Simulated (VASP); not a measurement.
Fe:

```
Fe
1.0
    -1.78262    1.78262    1.78262
     1.78262   -1.78262    1.78262
     1.78262    1.78262   -1.78262
Fe
1
Cartesian
  0.0000 0.0000 0.0000
```

Base run:

```yaml
Program: VASP 6.6.1
Functional: PBEsol
Potentials_or_basis: VASP PAW PBE potentials, release 64 (Fe_sv)
Cutoff: 600 eV
k_mesh: 8 × 8 × 8
Occupations: gaussian, width 0.1 eV
Spin: collinear spin, ferromagnetic start
Starting_moments: "[4.0] μB"
```

Its results: pressure -28.0 GPa; net moment 3.21 μB per cell; site moments Fe +3.12 μB.

**Question.** The run is repeated on the same cell with these changes: potentials or basis from VASP PAW PBE potentials, release 64 (Fe_sv) to VASP PAW PBE potentials, release 64 (Fe); cutoff from 600 eV to 520 eV; further incar settings from ALGO = Normal; EDIFF = 1e-06; NBANDS = 18 to ALGO = Fast; EDIFF = 1e-06; NBANDS = 14; valence electrons from 16 to 8. What comes out?

**Answer.** Pressure -26.5 GPa; net moment 3.14 μB per cell; site moments Fe +3.19 μB.

Caveats: the PAW data sets were made with another functional, which shifts forces and pressure a little.
